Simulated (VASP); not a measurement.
Set up this calculation in VASP 6.6.1, as the native input.

```
Task                   : relaxation of cell and atoms
Functional             : PBE
Potentials or basis    : VASP PAW PBE potentials, release 64 (Ga_d, Te, O)
Cutoff                 : 600 eV
k mesh                 : 4 × 4 × 4
Occupations            : gaussian, width 0.15 eV
Spin                   : no spin polarisation
Dipole correction      : no
Further INCAR settings : ALGO = Normal; EDIFF = 1e-06; IBRION = 2; EDIFFG = -0.08; NSW = 36; ISIF = 3
```

The structure of Ga2Te2O lies in POSCAR:

```
Ga2Te2O
1.0
   -2.0750000000      5.1000000000      2.6000000000
    2.0750000000     -5.1000000000      2.6000000000
    2.0750000000      5.1000000000     -2.6000000000
Ga Te O
2 2 1
Direct
    0.3450000000      0.0000000000      0.3450000000
    0.6550000000      0.0000000000      0.6550000000
    0.3800000000      0.2500000000      0.1300000000
    0.1200000000      0.2500000000      0.8700000000
    0.7000000000      0.2000000000      0.5000000000
```

This cell differs from its parent crystal: atoms taken out.

One way to write it, as run:

INCAR

```
SYSTEM = Ga2Te2O
  ALGO = Normal
  EDIFF = 1E-6
  EDIFFG = -0.08
  ENCUT = 600
  GGA = PE
  IBRION = 2
  ISIF = 3
  ISMEAR = 0
  LASPH = .TRUE.
  LCHARG = .FALSE.
  LREAL = .FALSE.
  LWAVE = .FALSE.
  NELM = 100
  NSW = 36
  PREC = Accurate
  SIGMA = 0.15
```

KPOINTS

```
k-points
0
G
  4 4 4
  0 0 0
```

Potentials or basis: VASP PAW PBE potentials, release 64 (Ga_d, Te, O).

Command:

```console
$ cat potpaw_PBE.64/Ga_d/POTCAR potpaw_PBE.64/Te/POTCAR potpaw_PBE.64/O/POTCAR > POTCAR
$ mpirun -np 1 vasp_std > vasp.out
```

Results of the run:

The relaxed volume is 27.92 Å³/atom, the relaxed cell is a = 6.803 Å, b = 6.803 Å, c = 6.803 Å, α = 143.76°, β = 62.75°, γ = 130.64° and the space group after relaxing (to 0.1 Å) is Imm2 (No. 44). The energy gained by relaxing is 578.7 meV/atom, the ionic steps are 14 and the pressure after relaxing is 0.1 GPa. The largest force after relaxing is 0.074 eV/Å and the band gap on the k mesh is 1.38 eV (least direct gap 1.55 eV).

Caveat: the cell differs from its parent crystal (atoms taken out); the volume moved by over 15 % at a fixed basis, so the end points are rough; spin-orbit coupling is left out, which moves the levels of the heavy elements; the relaxation stopped at a loose force limit of 0.08 eV/Å, so its end isn't a converged minimum.

Wall time 9.2 min on 1 thread of Intel(R) Xeon(R) 6975P-C (Granite Rapids), on a shared host, peak memory 0.43 GiB.
